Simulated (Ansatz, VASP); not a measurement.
## Yb: VASP beside Ansatz

```
CELL_PARAMETERS angstrom
0.00000 2.60022 2.60022
2.60022 0.00000 2.60022
2.60022 2.60022 0.00000
ATOMIC_POSITIONS crystal
Yb 0.00000 0.00000 0.00000
```

Alike in both runs: functional r2SCAN; k mesh 14 × 14 × 14; occupations gaussian, width 0.1 eV; no spin polarisation.

Ansatz relaxed the structure, and its values are those at the end. VASP's run is a single point on that final structure, the one shown.

```csv
,VASP,Ansatz
version,VASP 6.6.1,Ansatz 0.2.0
potentials or method,"VASP PAW PBE potentials, release 64 (Yb), cutoff 520 eV","scalar-relativistic, plane waves, PAW"
valence electrons in the cell,24,24
```

```tsv
	VASP	Ansatz	Ansatz less VASP
gap on the k mesh at the Fermi level (eV)	0.02	0.03	+0.010
least direct gap on the mesh (eV)	0.14	0.16	+0.020
pressure (GPa)	-0.1	0.0	+0.04
```

VASP's potentials were made for PBE, not for r2SCAN.

Neither program's run includes spin-orbit coupling.
